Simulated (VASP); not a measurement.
# HfB2 (P6/mmm) in VASP: density of states with PBE

Aim: the density of states of HfB2 with PBE.

All numbers are computed with VASP 6.6.1; they aren't measurements. Logs are shortened: lines on timing, memory, paths and dates and some standing lists are left out, and cuts for length are marked.

### Step 1. The cell of the first run

The structure is hexagonal, space group P6/mmm (No. 191). Conventional cell: a = 3.140 Å, b = 3.140 Å, c = 3.480 Å, α = 90.00°, β = 90.00°, γ = 120.00°. Hf (site symmetry 6/mmm) has 12 B at 2.51 Å and 6 Hf at 3.14 Å within 3.3 Å. B (site symmetry -6m2) has 3 B at 1.81 Å within 2.4 Å.

### Step 2. Density of states, PBE

POSCAR reads:

```
HfB2
1.0
    3.1400000000      0.0000000000      0.0000000000
   -1.5700000000      2.7193197679      0.0000000000
    0.0000000000      0.0000000000      3.4800000000
Hf B
1 2
Direct
    0.0000000000      0.0000000000      0.0000000000
    0.3333333333      0.6666666667      0.5000000000
    0.6666666667      0.3333333333      0.5000000000
```

INCAR.step1 reads:

```
PREC = Accurate
ENCUT = 520
EDIFF = 1E-6
ISMEAR = -1
SIGMA = 0.15
LREAL = False
LASPH = True
NELM = 100
ALGO = Normal
ISIF = 2
LWAVE = False
LCHARG = True
LMAXMIX = 4
GGA = PE
NBANDS = 15
```

KPOINTS.step1 reads:

```
regular mesh
0
Gamma
  10 10 8
```

INCAR.step2 reads:

```
PREC = Accurate
ENCUT = 520
EDIFF = 1E-6
ISMEAR = -5
SIGMA = 0.15
LREAL = False
LASPH = True
NELM = 100
ALGO = Normal
ISIF = 2
LWAVE = False
LCHARG = False
LMAXMIX = 4
GGA = PE
LORBIT = 11
NBANDS = 15
NEDOS = 2001
ICHARG = 11
```

KPOINTS.step2 reads:

```
regular mesh
0
Gamma
  15 15 12
```

Potentials or basis: VASP PAW PBE potentials, release 64 (Hf_pv, B).

Started as:

```sh
$ cat potpaw_PBE.64/Hf_pv/POTCAR potpaw_PBE.64/B/POTCAR > POTCAR
$ cp INCAR.step1 INCAR
$ cp KPOINTS.step1 KPOINTS
$ mpirun -np 1 vasp_std > vasp.out
$ cp INCAR.step2 INCAR
$ cp KPOINTS.step2 KPOINTS
$ mpirun -np 1 vasp_std > vasp.out
```

OUTCAR:

```text
PREC = Accurate
   ENCUT = 520
   EDIFF = 1E-6
   ISMEAR = -5
   LREAL = False
   LASPH = True
   NELM = 100
   ISIF = 2
   GGA = PE
   LORBIT = 11
   ICHARG = 11

 ion  position               nearest neighbor table
   1  0.000  0.000  0.000-   2 2.51   3 2.51   2 2.51   3 2.51   3 2.51   3 2.51   2 2.51   2 2.51
                             3 2.51   3 2.51   2 2.51   2 2.51
   2  0.333  0.667  0.500-   3 1.81   3 1.81   3 1.81   1 2.51   1 2.51   1 2.51   1 2.51   1 2.51
                             1 2.51
   3  0.667  0.333  0.500-   2 1.81   2 1.81   2 1.81   1 2.51   1 2.51   1 2.51   1 2.51   1 2.51
                             1 2.51

  LATTYP: Found a hexagonal cell.
 ALAT       =     3.1400000000
 C/A-ratio  =     1.1082802548

  Lattice vectors:

 A1 = (   3.1400000000,   0.0000000000,   0.0000000000)
 A2 = (  -1.5700000000,   2.7193197679,   0.0000000000)
 A3 = (   0.0000000000,   0.0000000000,   3.4800000000)

Analysis of symmetry for initial positions (statically):
=====================================================================
 Subroutine PRICEL returns:
 Original cell was already a primitive cell.

 Routine SETGRP: Setting up the symmetry group for a
 hexagonal supercell.

 Subroutine GETGRP returns: Found 24 space group operations
 (whereof 24 operations were pure point group operations)
 out of a pool of 24 trial point group operations.

The static configuration has the point symmetry D_6h.

Analysis of symmetry for dynamics (positions and initial velocities):
=====================================================================
 Subroutine PRICEL returns:
 Original cell was already a primitive cell.

 Routine SETGRP: Setting up the symmetry group for a
 hexagonal supercell.

 Subroutine GETGRP returns: Found 24 space group operations
 (whereof 24 operations were pure point group operations)
 out of a pool of 24 trial point group operations.

The dynamic configuration has the point symmetry D_6h.

 Subroutine INISYM returns: Found 24 space group operations
 (whereof 24 operations are pure point group operations),
 and found     1 'primitive' translations

----------------------------------------------------------------------------------------

                                     Primitive cell

  volume of cell :      29.7146

  direct lattice vectors                    reciprocal lattice vectors
[... 103 lines left out ...]
   NUPDOWN=      -1.0000    fix difference up-down
   EMIN   =  10.00;   EMAX   =-10.00  energy-range for DOS
   EFERMI =   0.00;   METHOD = LEGACY
   ISMEAR =    -5;   SIGMA  =   0.15  broadening in eV -4-tet -1-fermi 0-gaus
   EFERMI_NEDOS =   21; number of points for ismear=-14 and -15
   IALGO  =     38    algorithm
   IMIX   =      4    mixing-type and parameters
     AMIX     =   0.40;   BMIX     =  1.00
     AMIX_MAG =   1.60;   BMIX_MAG =  1.00
  volume/ion in A,a.u.               =       9.90        66.84
  Fermi-wavevector in a.u.,A,eV,Ry     =   1.331860  2.516850 24.134693  1.773850
  Thomas-Fermi vector in A             =   2.460838
   LORBIT       =     11    0 simple, 1 ext, 2 COOP (PROOUT), +10 PAW based schemes
   GGA     = PE    functional components
   LHFCALC =     F    Hartree Fock is set to
   AEXX    =    0.0000 exact exchange contribution
   IVDW    =     0    specifies the selected vdW correction
   LEPSILON=     F    determine dielectric tensor
   LRPA    =     F    only Hartree local field effects (RPA)
 non-spin polarized calculation
 Fermi weights with tetrahedron method with Bloechl corrections
  energy-cutoff  :      520.00
  volume of cell :       29.71
 maximum number of plane-waves:       820
 NGX is ok and might be reduce to    24

 number of electron      15.9999998 magnetization

 Free energy of the ion-electron system (eV)
  ---------------------------------------------------
  ext. energy  EPLUGINS =         0.00000000
  ---------------------------------------------------
  free energy    TOTEN  =       -26.40046037 eV

  energy without entropy =      -26.40046037  energy(sigma->0) =      -26.40046037

 E-fermi :   7.8344     XC(G=0): -12.5967

 val. band max:        7.9889977603   @ k =   0.0667   0.0667   0.3333
 cond. band min:       7.6548679800   @ k =   0.4000   0.1333   0.0000
 fundamental gap:     -0.3341297803
 Fermi energy:         7.8343672705

 k-point     1 :       0.0000    0.0000    0.0000
  band No.  band energies     occupation
      1     -22.9628      2.00000
      2     -22.4685      2.00000
      3     -22.4685      2.00000
      4      -6.0822      2.00000
      5       4.6664      2.00000
      6       4.7736      2.00000
      7       4.7736      2.00000
      8       4.8892      2.00000
      9      11.6967      0.00000
     10      11.6967      0.00000
     11      12.3306      0.00000
     12      12.3306      0.00000
     13      12.6634      0.00000
     14      12.6642      0.00000
[... 401 lines left out ...]
      2     -22.8194      2.00000
      3     -22.8152      2.00000
      4      -1.4197      2.00000
      5      -1.1140      2.00000
      6       1.5902      2.00000
      7       4.0976      2.00000
      8       6.6092      2.00000
      9       7.4304      1.49584
     10      10.6437      0.00000
     11      12.3012      0.00000
     12      14.5536      0.00000
     13      16.5377      0.00000
     14      17.7103      0.00000
     15      18.0917      0.00000

 [... further k-points ...]
[... 5 lines left out ...]
  --------------------------------------------------------------------------------------
  -------------------------------------------------------------------------------------
  Total        0.1799465      0.1799465      0.2172752      0.0000000      0.0000000     -0.0000000
  in kB        9.7025250      9.7025250     11.7152518      0.0000000      0.0000000     -0.0000000
  external PRESSURE =      10.3734340 kB  Pullay stress =       0.0000000 kB

 VOLUME and BASIS-vectors are now :
 -----------------------------------------------------------------------------
  energy-cutoff  :      520.00
  volume of cell :       29.71
      direct lattice vectors                 reciprocal lattice vectors
     3.140000000  0.000000000  0.000000000     0.318471338  0.183869512  0.000000000
    -1.570000000  2.719319768  0.000000000     0.000000000  0.367739025  0.000000000
     0.000000000  0.000000000  3.480000000     0.000000000  0.000000000  0.287356322

 POSITION                                       TOTAL-FORCE (eV/Angst)
 -----------------------------------------------------------------------------------
      0.00000      0.00000      0.00000         0.000000     -0.000000      0.000000
     -0.00000      1.81288      1.74000         0.000000     -0.000000      0.000000
      1.57000      0.90644      1.74000        -0.000000      0.000000     -0.000000
 -----------------------------------------------------------------------------------
    total drift:                               -0.000000      0.000000     -0.000000

  FREE ENERGIE OF THE ION-ELECTRON SYSTEM (eV)
  ---------------------------------------------------
  free  energy   TOTEN  =       -26.4004603679 eV

  energy  without entropy=      -26.4004603679  energy(sigma->0) =      -26.40046037

 total charge

# of ion       s       p       d       tot
------------------------------------------
    1        0.298   6.581   1.839   8.718
    2        0.664   1.275   0.000   1.939
    3        0.664   1.275   0.000   1.939
--------------------------------------------------
tot          1.625   9.131   1.839  12.596
```

Run time: 22 s. Hardware: 1 thread of Intel Xeon 6975P-C (Granite Rapids), shared host; peak memory 0.2 GiB.

What came out:

```
Valence electrons inside the program's atomic spheres : Hf 8.72; B 1.94
```

Levels at points of the mesh, in eV from the Fermi level:
```tsv
k point	band 4	band 5	band 6	band 7	band 8	band 9	band 10	band 11	band 12	band 13
(0.00, 0.00, 0.00)	-13.92	-3.17	-3.06	-3.06	-2.95	3.86	3.86	4.50	4.50	4.83
(0.00, 0.00, 0.50)	-11.51	-8.53	-1.36	-1.36	0.15	0.15	0.84	0.84	2.07	4.91
```

Caveat: spin-orbit coupling is left out, which moves the levels of the heavy elements; tetrahedron occupations give inexact forces and stress in metals.
